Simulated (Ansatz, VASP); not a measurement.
# One calculation of SnO, two programs

Contents of INCAR:

```
PREC     = Accurate       # precision mode
ENCUT    = 520            # plane-wave cutoff, eV
EDIFF    = 1E-7           # SCF threshold, eV
ISMEAR   = 0              # smearing method
SIGMA    = 0.05           # smearing width, eV
LREAL    = False          # projectors in reciprocal space
LASPH    = True           # aspherical terms in the spheres
NELM     = 80             # most SCF steps
ALGO     = Normal         # electronic algorithm
ISIF     = 2              # what is computed and relaxed
LWAVE    = False          # write WAVECAR
LCHARG   = True           # write CHGCAR
GGA      = PS             # functional
LELF     = True           # ELF
LVHAR    = True         
NBANDS   = 28             # bands
```

The input KPOINTS:

```
regular mesh
0
Gamma
  8 6 8
```

POSCAR

```
SnO
1.0
    3.3156061815      0.0000000000      0.0000000000
    0.0000000000      5.7049851891      0.0000000000
    0.0000000000      0.0000000000      3.8941648049
Sn O
2 2
Direct
    0.0426532430      0.2090001969      0.5261742991
    0.5000000000      0.7662107192      0.0261742991
    0.0000000000      0.8853564082      0.7238267009
    0.5000000000      0.1146435918      0.2238267009
```

Input for Ansatz:

```yaml
crystal:
  lattice:
    - [3.3156061815, 0.0, 0.0]
    - [0.0, 5.7049851891, 0.0]
    - [0.0, 0.0, 3.8941648049]
  atoms:
    - { symbol: Sn, position: [0.042653243, 0.2090001969, 0.5261742991] }
    - { symbol: Sn, position: [0.5, 0.7662107192, 0.0261742991] }
    - { symbol: O, position: [0.0, 0.8853564082, 0.7238267009] }
    - { symbol: O, position: [0.5, 0.1146435918, 0.2238267009] }
basis:
  ecutwfc: 420
kpoints:
  mp_grid: { grid: [8, 6, 8] }
hamiltonian:
  xc: pbesol
scf:
  occupations: { method: gaussian, width: 0.05 }
output:
  forces: true
  stress: true
  eigenvalues: true
```

Alike in both runs: task single point; functional PBEsol; k mesh 8 × 6 × 8; occupations gaussian, width 0.05 eV; no spin polarisation.

```csv
,VASP,Ansatz
version,VASP 6.6.1,Ansatz 0.2.0
potentials or method,"VASP PAW PBE potentials, release 64 (Sn_d, O), cutoff 520 eV","scalar-relativistic, plane waves, PAW"
valence electrons in the cell,40,40
```

|  | VASP | Ansatz | Ansatz less VASP |
| --- | --- | --- | --- |
| gap on the k mesh at the Fermi level (eV) | 1.33 | 1.34 | +0.013 |
| least direct gap on the mesh (eV) | 1.84 | 1.85 | +0.014 |
| pressure (GPa) | 6.0 | 5.7 | -0.28 |
| traceless stress, the component that is largest in VASP (GPa) | -2.91 | -2.86 | +0.057 |
| rms of the force components (eV/Å) | 1.008 | 0.975 | -0.0329 |

VASP's potentials were made for PBE, not for PBEsol. Atom by atom the forces differ by 0.042 eV/Å (rms over components).
